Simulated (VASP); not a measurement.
Wanted: the native input for a VASP 6.6.1 run.

```
Task                   : single point
Functional             : PBEsol
Potentials or basis    : VASP PAW PBE potentials, release 64 (Sc_sv, Al)
Cutoff                 : 520 eV
k mesh                 : 8 × 8 × 8
Occupations            : gaussian, width 0.1 eV
Spin                   : no spin polarisation
Dipole correction      : no
Further INCAR settings : ALGO = Fast; EDIFF = 1e-06; NBANDS = 26
```

The structure of ScAl2 lies in POSCAR:

```
ScAl2
1.0
    0.0000000000      3.5375982752      3.5375982752
    3.5375982752      0.0000000000      3.5375982752
    3.7850129731      3.7850129731     -0.2474146979
Sc Al
2 4
Direct
    0.5028938341      0.5028938341      0.4913184977
    0.7471061659      0.7471061659      0.7586815023
    0.1250000000      0.1250000000      0.1250000000
    0.6250000000      0.1250000000      0.1250000000
    0.1250000000      0.6250000000      0.1250000000
    0.1250000000      0.1250000000      0.6250000000
```

This cell differs from its parent crystal: biaxial strain in the a-b plane: -6.0 %, then relaxed in part.

The input as run:

INCAR

```
ALGO = Fast
EDIFF = 1E-6
ENCUT = 520
GGA = PS
ISIF = 2
ISMEAR = 0
LASPH = True
LCHARG = False
LREAL = False
LWAVE = False
NBANDS = 26
NELM = 100
PREC = Accurate
SIGMA = 0.1
```

KPOINTS

```
k-points
0
Gamma
  8 8 8
```

Potentials or basis: VASP PAW PBE potentials, release 64 (Sc_sv, Al).

The run is started by

```sh
$ cat potpaw_PBE.64/Sc_sv/POTCAR potpaw_PBE.64/Al/POTCAR > POTCAR
$ mpirun -np 1 vasp_std > vasp.out
```

It gave:

| Item | Value |
| --- | --- |
| Pressure | 10.8 GPa |
| Largest force | 0.006 eV/Å |
| Band gap on the k mesh | zero (band 17 reaches 7.72 eV, above the bottom of band 18 at 5.41 eV) |

Caveat: the cell differs from its parent crystal (biaxial strain in the a-b plane: -6.0 %, then relaxed in part); the PAW data sets were made with another functional, which shifts forces and pressure a little.

Run time: 4.5 min on 1 thread of Intel(R) Xeon(R) Platinum 8259CL CPU @ 2.50GHz (Skylake/Cascade Lake), on a shared host, peak memory 0.32 GiB.
